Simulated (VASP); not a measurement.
A run of VASP 6.6.1:

The input INCAR:

```
ALGO     = Normal         # electronic algorithm
EDIFF    = 1E-6           # SCF threshold, eV
ENCUT    = 520            # plane-wave cutoff, eV
GGA      = PE             # functional
ISIF     = 2              # what is computed and relaxed
ISMEAR   = -1             # smearing method
LASPH    = T              # aspherical terms in the spheres
LCHARG   = F              # write CHGCAR
LREAL    = F              # projectors in reciprocal space
LWAVE    = F              # write WAVECAR
NBANDS   = 15             # bands
NELM     = 100            # most SCF steps
PREC     = Accurate       # precision mode
SIGMA    = 0.05           # smearing width, eV
```

The input KPOINTS:

```
k-points
0
Gamma
  8 8 7
```

File POSCAR:

```
PtSe
1.0
    3.7018703300      0.0000000000      0.0000000000
   -1.8509351600      3.2059137500      0.0000000000
    0.0000000000      0.0000000000      3.6128420300
Pt Se
1 1
Direct
    0.0000000000      0.0000000000      0.0000000000
    0.6666666667      0.3333333333      0.5000000000
```

Potentials or basis: VASP PAW PBE potentials, release 64 (Pt, Se).

Launch:

```console
$ cat potpaw_PBE.64/Pt/POTCAR potpaw_PBE.64/Se/POTCAR > POTCAR
$ mpirun -np 1 vasp_std > vasp.out
```

Hardware: 1 thread of Intel Xeon 6975P-C, with other jobs on the host.

Estimate the wall time of this run.

Wall time 13 s on 1 thread of Intel Xeon 6975P-C, with other jobs on the host, peak memory 0.17 GiB. Counts: scf iterations 12, k points 40.
